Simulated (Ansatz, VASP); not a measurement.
One calculation of TiAl3, two programs

```xyz
4
Lattice="-1.9111 1.9111 4.2807 1.9111 -1.9111 4.2807 1.9111 1.9111 -4.2807" Properties=species:S:1:pos:R:3 pbc="T T T"
Ti    0.0000    0.0000    0.0000
Al    1.9111    0.0000    2.1403
Al    0.0000    1.9111    2.1403
Al    0.0000    0.0000    4.2807
```

Alike in both runs: task relaxation of cell and atoms; functional LDA; k mesh 10 × 10 × 10; occupations fermi-dirac, width 0.05 eV; no spin polarisation.

```csv
,VASP,Ansatz
version,VASP 6.6.1,Ansatz 0.2.0
potentials or method,"VASP PAW LDA potentials, release 64 (Ti_sv, Al)",Ansatz PAW
plane-wave cutoff (eV),600,420
valence electrons in the cell,21,21
```

```tsv
	VASP	Ansatz	Ansatz less VASP
gap on the k mesh at the Fermi level, each at its own relaxed structure (eV)	none	none	-
relaxed volume (Å³/atom)	15.17	15.15	-0.017
relaxed cell length with the largest relative difference (Å)	5.014	5.012	-0.0019
```

LDA's correlation is that of Perdew and Zunger in VASP and of Perdew and Wang (1992) in Ansatz. A gap of «none» marks a metal or a gap that the smearing closes.

Noted on Ansatz's run: the plane-wave basis is chosen anew once the cell has moved, so the energies of steps on either side of that aren't comparable.
